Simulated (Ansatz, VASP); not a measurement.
# MnO: VASP and Ansatz over several settings

```
Mn O
1.0
     2.97129   -1.71698    0.00000
     2.97129    1.71698    0.00000
    -1.98463    0.00000    2.81031
Mn O
1 1
Direct
  0.50020 0.50020 0.50067
  0.74980 0.74980 0.24934
```

Single points on this cell with VASP 6.6.1 and Ansatz 0.2.0. Each row is one pair of runs. Alike in all rows: spin: collinear, typed start; smearing: fermi-dirac, width 0.05 eV; Ansatz's potentials, cutoff: Ansatz PAW, 420 eV.

```csv
level,k mesh,"VASP's potentials, cutoff","pressure (GPa), VASP","pressure (GPa), Ansatz","net moment per atom (μB), VASP","net moment per atom (μB), Ansatz"
PBE,7 × 7 × 7,"VASP PAW PBE potentials, release 64 (Mn_pv, O), 520 eV",-3.6,-3.9,2.50,2.50
LDA,9 × 9 × 9,"VASP PAW LDA potentials, release 64 (Mn_pv, O), 520 eV",-13.3,-12.9,2.47,2.49
PBEsol,9 × 9 × 9,"VASP PAW PBE potentials, release 64 (Mn_pv, O), 520 eV",-8.1,-8.4,2.50,2.50
```

Pressure (GPa): the two programs differ by at most 0.33; net moment per atom (μB): the two programs differ by at most 0.021.

VASP's potentials hold 19 valence electrons a cell and Ansatz's 21, so a difference there can come from the potentials and not from the codes.

In some rows the two programs ended in different magnetic states.
